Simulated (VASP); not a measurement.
# W: single point with PBEsol

W:

```
CELL_PARAMETERS angstrom
-1.72508 1.72508 1.53341
1.72508 -1.72508 1.53341
1.72508 1.72508 -1.53341
ATOMIC_POSITIONS crystal
W 0.00000 0.00000 0.00000
```

This cell differs from its parent crystal: strain +0.080 along x and y, -0.040 along z.

```yaml
Program: VASP 6.6.1
Task: single point
Functional: PBEsol
Potentials_or_basis: VASP PAW PBE potentials, release 64 (W_sv)
Cutoff: 520 eV
k_mesh: 20 × 20 × 20
Occupations: gaussian, width 0.15 eV
Spin: no spin polarisation
Dipole_correction: no
Further_INCAR_settings: ALGO = Fast; EDIFF = 1e-06; NBANDS = 13
```

* Pressure: -33.4 GPa
* Band gap on the k mesh: zero (band 7 reaches 13.48 eV, above the bottom of band 8 at 8.36 eV)

Stress tensor (GPa, compression positive):
```
-42.04   0.00   0.00
  0.00 -42.04   0.00
  0.00   0.00 -16.22
```

Levels at points of the mesh, in eV from the Fermi level:
```csv
k point,band 5,band 6,band 7,band 8,band 9,band 10
"(0.00, 0.00, 0.00)",-8.82,-1.80,-0.40,-0.40,0.90,2.67
"(0.50, 0.00, 0.00)",-5.34,-3.30,0.69,1.71,3.57,4.95
"(0.50, 0.50, 0.00)",-5.49,-1.88,-0.15,0.61,2.02,4.84
"(0.50, 0.50, 0.50)",-4.90,-4.68,4.17,4.17,4.54,6.25
```

It used 160 s of CPU time on 1 thread of AMD EPYC 7R13 Processor (Zen 3) (shared host).

Caveat: the cell differs from its parent crystal (strain +0.080 along x and y, -0.040 along z); the PAW data sets were made with another functional, which shifts forces and pressure a little; spin-orbit coupling is left out, which moves the levels of the heavy elements.
